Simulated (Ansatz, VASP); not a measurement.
## One calculation of SiC, two programs

File INCAR:

```
PREC = Accurate
ENCUT = 520
EDIFF = 1E-6
ISMEAR = 0
SIGMA = 0.05
LREAL = False
LASPH = True
NELM = 60
ALGO = Normal
ISIF = 2
LWAVE = False
LCHARG = False
GGA = PE
NBANDS = 16
```

The input KPOINTS:

```
Automatic mesh
0
Gamma
  12 12 6
```

POSCAR

```
SiC
1.0
    3.1200190218      0.0000000000      0.0000000000
   -1.5600095109      2.7020157332      0.0000000000
    0.0000000000      0.0000000000      4.9832943816
Si C
2 2
Direct
    0.3333333333      0.6666666667      0.0045639005
    0.6666666667      0.3333333333      0.5045639005
    0.3333333333      0.6666666667      0.3655166051
    0.6666666667      0.3333333333      0.8655166051
```

Input for Ansatz:

```yaml
crystal:
  lattice:
    - [3.1200190218, 0.0, 0.0]
    - [-1.5600095109, 2.7020157332, 0.0]
    - [0.0, 0.0, 4.9832943816]
  atoms:
    - { symbol: Si, position: [0.3333333333, 0.6666666667, 0.0045639005] }
    - { symbol: Si, position: [0.6666666667, 0.3333333333, 0.5045639005] }
    - { symbol: C, position: [0.3333333333, 0.6666666667, 0.3655166051] }
    - { symbol: C, position: [0.6666666667, 0.3333333333, 0.8655166051] }
basis:
  ecutwfc: 520.0
kpoints:
  mp_grid: { grid: [12, 12, 6] }
hamiltonian:
  xc: pbe
  pseudopotentials: { kind: paw, azcp: { folder: soft_1 } }
scf:
  occupations: { method: gaussian, width: 0.05 }
output:
  forces: true
  stress: true
  eigenvalues: true
```

Alike in both runs: task single point; functional PBE; k mesh 12 × 12 × 6; occupations gaussian, width 0.05 eV; no spin polarisation.

|  | VASP | Ansatz |
| --- | --- | --- |
| version | VASP 6.6.1 | Ansatz 0.2.0 |
| potentials or method | VASP PAW PBE potentials, release 64 (Si, C), cutoff 520 eV | scalar-relativistic, plane waves, PAW |
| valence electrons in the cell | 16 | 16 |

|  | VASP | Ansatz | Ansatz less VASP |
| --- | --- | --- | --- |
| gap on the k mesh at the Fermi level (eV) | 1.91 | 1.91 | +0.003 |
| least direct gap on the mesh (eV) | 3.55 | 3.55 | +0.005 |
| pressure (GPa) | 1.6 | 1.7 | +0.04 |
| traceless stress, the component that is largest in VASP (GPa) | 17.69 | 17.67 | -0.018 |
| rms of the force components (eV/Å) | 1.130 | 1.131 | +0.0009 |

Atom by atom the forces differ by 0.001 eV/Å (rms over components).
